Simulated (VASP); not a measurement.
# KI (Fm-3m) in VASP: settings compared

KI is run at these levels: r2SCAN, HSE06; tasks: single point.

All numbers are computed with VASP 6.6.1; they aren't measurements. Logs are shortened: lines on timing, memory, paths and dates and some standing lists are left out, and cuts for length are marked.

## 1. The cell of the first run

It takes space group Fm-3m (No. 225, cubic). The conventional cell has a = 7.089 Å, b = 7.089 Å, c = 7.089 Å, α = 90.00°, β = 90.00°, γ = 90.00°. K (site symmetry m-3m) has 6 I at 3.54 Å within 4.7 Å. Within 4.7 Å of I (site symmetry m-3m) lie 6 K at 3.54 Å.

## 2. Single point, r2SCAN

Input file POSCAR:

```
KI
1.0
    0.0000000000      3.5442843396      3.5442843396
    3.5442843396      0.0000000000      3.5442843396
    3.5442843396      3.5442843396      0.0000000000
K I
1 1
Direct
    0.0000000000      0.0000000000      0.0000000000
    0.5000000000      0.5000000000      0.5000000000
```

Input file INCAR.step1:

```
SYSTEM = KI
PREC = Accurate
ENCUT = 520
ISMEAR = 0
SIGMA = 0.01
LREAL = .False.
LASPH = .True.
NELM = 60
NBANDS = 15
GGA = PE
ALGO = Normal
EDIFF = 1E-4
LWAVE = .True.
LCHARG = .False.
```

Input file INCAR.step2:

```
SYSTEM = KI
PREC = Accurate
ENCUT = 520
EDIFF = 1E-7
ISMEAR = 0
SIGMA = 0.01
LREAL = .False.
LASPH = .True.
NELM = 60
ALGO = Normal
ISIF = 2
LWAVE = .False.
LCHARG = .True.
METAGGA = R2SCAN
LMIXTAU = .True.
LELF = .True.
LVHAR = .True.
NBANDS = 15
ISTART = 1
```

Input file KPOINTS:

```
regular mesh
0
Gamma
  6 6 6
  0 0 0
```

Potentials or basis: VASP PAW PBE potentials, release 64 (K_sv, I).

On the command line:

```console
$ cat potpaw_PBE.64/K_sv/POTCAR potpaw_PBE.64/I/POTCAR > POTCAR
$ cp INCAR.step1 INCAR
$ mpirun -np 1 vasp_std > vasp.out
$ cp INCAR.step2 INCAR
$ mpirun -np 1 vasp_std > vasp.out
```

OUTCAR:

```text
SYSTEM = KI
   PREC = Accurate
   ENCUT = 520
   EDIFF = 1E-7
   ISMEAR = 0
   LREAL = .False.
   LASPH = .True.
   NELM = 60
   ISIF = 2
   METAGGA = R2SCAN
   ISTART = 1

 ion  position               nearest neighbor table
   1  0.000  0.000  0.000-   2 3.54   2 3.54   2 3.54   2 3.54   2 3.54   2 3.54
   2  0.500  0.500  0.500-   1 3.54   1 3.54   1 3.54   1 3.54   1 3.54   1 3.54

  LATTYP: Found a face centered cubic cell.
 ALAT       =     7.0885686792

  Lattice vectors:

 A1 = (   0.0000000000,   3.5442843396,   3.5442843396)
 A2 = (   3.5442843396,   0.0000000000,   3.5442843396)
 A3 = (   3.5442843396,   3.5442843396,   0.0000000000)

Analysis of symmetry for initial positions (statically):
=====================================================================
 Subroutine PRICEL returns:
 Original cell was already a primitive cell.

 Routine SETGRP: Setting up the symmetry group for a
 face centered cubic supercell.

 Subroutine GETGRP returns: Found 48 space group operations
 (whereof 48 operations were pure point group operations)
 out of a pool of 48 trial point group operations.

The static configuration has the point symmetry O_h .

Analysis of symmetry for dynamics (positions and initial velocities):
=====================================================================
 Subroutine PRICEL returns:
 Original cell was already a primitive cell.

 Routine SETGRP: Setting up the symmetry group for a
 face centered cubic supercell.

 Subroutine GETGRP returns: Found 48 space group operations
 (whereof 48 operations were pure point group operations)
 out of a pool of 48 trial point group operations.

The dynamic configuration has the point symmetry O_h .

 Subroutine INISYM returns: Found 48 space group operations
 (whereof 48 operations are pure point group operations),
 and found     1 'primitive' translations

----------------------------------------------------------------------------------------

                                     Primitive cell

  volume of cell :      89.0463

  direct lattice vectors                    reciprocal lattice vectors
     0.000000000  3.544284340  3.544284340    -0.141072203  0.141072203  0.141072203
     3.544284340  0.000000000  3.544284340     0.141072203 -0.141072203  0.141072203
     3.544284340  3.544284340  0.000000000     0.141072203  0.141072203 -0.141072203

  length of vectors
     5.012374982  5.012374982  5.012374982     0.244344223  0.244344223  0.244344223

  position of ions in fractional coordinates (direct lattice)
     0.000000000  0.000000000  0.000000000
     0.500000000  0.500000000  0.500000000

  ion indices of the primitive-cell ions
   primitive index   ion index
                 1           1
                 2           2

----------------------------------------------------------------------------------------

 KPOINTS: regular mesh

Automatic generation of k-mesh.
 Grid dimensions read from file:
 generate k-points for:    6    6    6

 Generating k-lattice:

  Cartesian coordinates                     Fractional coordinates (reciprocal lattice)
    -0.023512034  0.023512034  0.023512034     0.166666667  0.000000000  0.000000000
     0.023512034 -0.023512034  0.023512034     0.000000000  0.166666667  0.000000000
     0.023512034  0.023512034 -0.023512034     0.000000000  0.000000000  0.166666667

  Length of vectors
     0.040724037  0.040724037  0.040724037

  Shift w.r.t. Gamma in fractional coordinates (k-lattice)
     0.000000000  0.000000000  0.000000000

 Subroutine IBZKPT returns following result:
 ===========================================

 Found     16 irreducible k-points:

 Following reciprocal coordinates:
            Coordinates               Weight
  0.000000  0.000000  0.000000      1.000000
  0.166667  0.000000  0.000000      8.000000
  0.333333  0.000000  0.000000      8.000000
  0.500000  0.000000  0.000000      4.000000
  0.166667  0.166667  0.000000      6.000000
  0.333333  0.166667  0.000000     24.000000
[... 8 lines left out ...]
 -0.333333  0.333333  0.166667     24.000000
 -0.333333  0.500000  0.166667     12.000000
   k-points           NKPTS =     16   k-points in BZ     NKDIM =     16   number of bands    NBANDS=     15
   number of dos      NEDOS =    301   number of ions     NIONS =      2
   total plane-waves  NPLWV =  64000
   dimension x,y,z NGX =    40 NGY =   40 NGZ =   40
   dimension x,y,z NGXF=    80 NGYF=   80 NGZF=   80
   ions per type =               1   1
   NGX,Y,Z   is equivalent  to a cutoff of  13.27, 13.27, 13.27 a.u.
   NGXF,Y,Z  is equivalent  to a cutoff of  26.53, 26.53, 26.53 a.u.
 SYSTEM =  KI
   PREC   = accura    normal or accurate (medium, high low for compatibility)
   ISTART =      1    job   : 0-new  1-cont  2-samecut
   ICHARG =      0    charge: 1-file 2-atom 10-const
   ISPIN  =      1    spin polarized calculation?
   LNONCOLLINEAR =      F non collinear calculations
   LSORBIT =      F    spin-orbit coupling
   LASPH  =      T    aspherical Exc in radial PAW
   ENCUT  =  520.0 eV  38.22 Ry    6.18 a.u.   9.32  9.32  9.32*2*pi/ulx,y,z
   NELM   =     60;   NELMIN=  2; NELMDL=  0     # of ELM steps
   EDIFF  = 0.1E-06   stopping-criterion for ELM
   LREAL  =      F    real-space projection
   EDIFFG = 0.1E-05   stopping-criterion for IOM
   NSW    =      0    number of steps for IOM
   IBRION =     -1    ionic relax: 0-MD 1-quasi-New 2-CG
   NFREE  =      0    steps in history (QN), initial steepest desc. (CG)
   ISIF   =      2    stress and relaxation
   ISYM   =      2    0-nonsym 1-usesym 2-fastsym
   POTIM  = 0.5000    time-step for ionic-motion
   TEBEG  =    0.0;   TEEND  =   0.0 temperature during run
   PSTRESS=    0.0 pullay stress
   NELECT =      16.0000    total number of electrons
   NUPDOWN=      -1.0000    fix difference up-down
   EMIN   =  10.00;   EMAX   =-10.00  energy-range for DOS
   EFERMI =   0.00;   METHOD = LEGACY
   ISMEAR =     0;   SIGMA  =   0.01  broadening in eV -4-tet -1-fermi 0-gaus
   EFERMI_NEDOS =   21; number of points for ismear=-14 and -15
   IALGO  =     38    algorithm
   IMIX   =      4    mixing-type and parameters
     AMIX     =   0.40;   BMIX     =  1.00
     AMIX_MAG =   1.60;   BMIX_MAG =  1.00
  volume/ion in A,a.u.               =      44.52       300.46
  Fermi-wavevector in a.u.,A,eV,Ry     =   0.923796  1.745722 11.611209  0.853400
  Thomas-Fermi vector in A             =   2.049472
   LORBIT       =      0    0 simple, 1 ext, 2 COOP (PROOUT), +10 PAW based schemes
   METAGGA = R2SCAN    functional components
   LHFCALC =     F    Hartree Fock is set to
   AEXX    =    0.0000 exact exchange contribution
   IVDW    =     0    specifies the selected vdW correction
   LEPSILON=     F    determine dielectric tensor
   LRPA    =     F    only Hartree local field effects (RPA)
 non-spin polarized calculation
 Gauss-broadening in eV      SIGMA  =   0.01
  energy-cutoff  :      520.00
  volume of cell :       89.05
 maximum number of plane-waves:      2424
 NGX is ok and might be reduce to    40
   NGX = 19   NGY = 19   NGZ = 19

 number of electron      15.9999999 magnetization

 Free energy of the ion-electron system (eV)
  ---------------------------------------------------
  ext. energy  EPLUGINS =         0.00000000
  ---------------------------------------------------
  free energy    TOTEN  =       -33.98433533 eV

  energy without entropy =      -33.98433533  energy(sigma->0) =      -33.98433533

 E-fermi :  -0.7037     XC(G=0):  -7.4770

 val. band max:       -0.8055437390   @ k =   0.0000   0.0000   0.0000
 cond. band min:       3.7774823322   @ k =   0.0000   0.0000   0.0000
 fundamental gap:      4.5830260712
 Fermi energy:        -0.7037361789

 k-point     1 :       0.0000    0.0000    0.0000
  band No.  band energies     occupation
      1     -30.4812      2.00000
      2     -13.1951      2.00000
      3     -13.1951      2.00000
      4     -13.1951      2.00000
      5     -11.6034      2.00000
      6      -0.8055      2.00000
      7      -0.8055      2.00000
      8      -0.8055      2.00000
      9       3.7775      0.00000
     10       6.2478      0.00000
     11       6.2478      0.00000
     12       6.2478      0.00000
     13       7.0925      0.00000
     14       7.0925      0.00000
     15       9.4474      0.00000

 k-point     2 :       0.1667    0.0000    0.0000
  band No.  band energies     occupation
      1     -30.4808      2.00000
      2     -13.2338      2.00000
      3     -13.1956      2.00000
      4     -13.1956      2.00000
      5     -11.5311      2.00000
      6      -1.2056      2.00000
      7      -0.8931      2.00000
      8      -0.8931      2.00000
      9       4.3856      0.00000
     10       6.1397      0.00000
     11       6.5509      0.00000
     12       6.5509      0.00000
     13       7.4131      0.00000
     14       7.4131      0.00000
     15      10.3899      0.00000

 k-point     3 :       0.3333    0.0000    0.0000
  band No.  band energies     occupation
      1     -30.4798      2.00000
      2     -13.3037      2.00000
      3     -13.1965      2.00000
      4     -13.1965      2.00000
      5     -11.3923      2.00000
      6      -1.8365      2.00000
      7      -1.0564      2.00000
      8      -1.0564      2.00000
      9       5.0769      0.00000
     10       6.7893      0.00000
     11       7.2857      0.00000
     12       7.2857      0.00000
     13       8.2619      0.00000
     14       8.2619      0.00000
     15       9.6687      0.00000
[... 199 lines left out ...]
 k-point    15 :      -0.3333    0.3333    0.1667
  band No.  band energies     occupation
      1     -30.4789      2.00000
      2     -13.2756      2.00000
      3     -13.2178      2.00000
      4     -13.2087      2.00000
      5     -11.3777      2.00000
      6      -1.7603      2.00000
      7      -1.4430      2.00000
      8      -1.2426      2.00000
      9       5.9620      0.00000
     10       6.3332      0.00000
     11       6.9186      0.00000
     12       8.1757      0.00000
     13       8.6642      0.00000
     14       9.1076      0.00000
     15       9.7903      0.00000

 k-point    16 :      -0.3333    0.5000    0.1667
  band No.  band energies     occupation
      1     -30.4787      2.00000
      2     -13.2355      2.00000
      3     -13.2310      2.00000
      4     -13.2184      2.00000
      5     -11.4101      2.00000
      6      -1.6803      2.00000
      7      -1.3687      2.00000
      8      -1.3373      2.00000
      9       5.3345      0.00000
     10       6.2984      0.00000
     11       7.1383      0.00000
     12       8.2662      0.00000
     13       8.4895      0.00000
     14       9.5522      0.00000
     15       9.9870      0.00000

------------------------ aborting loop because EDIFF is reached ----------------------------------------

  FORCE on cell =-STRESS in cart. coord.  units (eV):
  Direction    XX          YY          ZZ          XY          YZ          ZX
  --------------------------------------------------------------------------------------
  -------------------------------------------------------------------------------------
  Total        0.0112009      0.0112009      0.0112009     -0.0000000     -0.0000000      0.0000000
  in kB        0.2015333      0.2015333      0.2015333     -0.0000000     -0.0000000      0.0000000
  external PRESSURE =       0.2015333 kB  Pullay stress =       0.0000000 kB

 VOLUME and BASIS-vectors are now :
 -----------------------------------------------------------------------------
  energy-cutoff  :      520.00
  volume of cell :       89.05
      direct lattice vectors                 reciprocal lattice vectors
     0.000000000  3.544284340  3.544284340    -0.141072203  0.141072203  0.141072203
     3.544284340  0.000000000  3.544284340     0.141072203 -0.141072203  0.141072203
     3.544284340  3.544284340  0.000000000     0.141072203  0.141072203 -0.141072203

 POSITION                                       TOTAL-FORCE (eV/Angst)
 -----------------------------------------------------------------------------------
      0.00000      0.00000      0.00000        -0.000000      0.000000      0.000000
      3.54428      3.54428      3.54428         0.000000     -0.000000     -0.000000
 -----------------------------------------------------------------------------------
    total drift:                                0.000000     -0.000000     -0.000000

  FREE ENERGIE OF THE ION-ELECTRON SYSTEM (eV)
  ---------------------------------------------------
  free  energy   TOTEN  =       -33.9843353322 eV

  energy  without entropy=      -33.9843353322  energy(sigma->0) =      -33.98433533
```

Run time: 78 s. Hardware: 1 thread of Intel Xeon Platinum 8488C (Sapphire Rapids), shared host; peak memory 0.26 GiB.

Results:

```
Free energy            : -33.9843 eV
Pressure               : 0.0 GPa
Band gap on the k mesh : 4.58 eV
```

Levels at points of the mesh, in eV from the valence-band top:
```
           k point  band 6  band 7  band 8  band 9  band 10  band 11
(0.00, 0.00, 0.00)    0.00    0.00    0.00    4.58     7.05     7.05
(0.50, 0.00, 0.00)   -1.30   -0.33   -0.33    6.01     8.31     8.75
(0.50, 0.50, 0.00)   -1.00   -0.37   -0.37    5.39     6.47     8.83
```

Caveat: the PAW data sets were made with another functional, which shifts forces and pressure a little; spin-orbit coupling is left out, which moves the levels of the heavy elements.

[end of part 1 of 2]
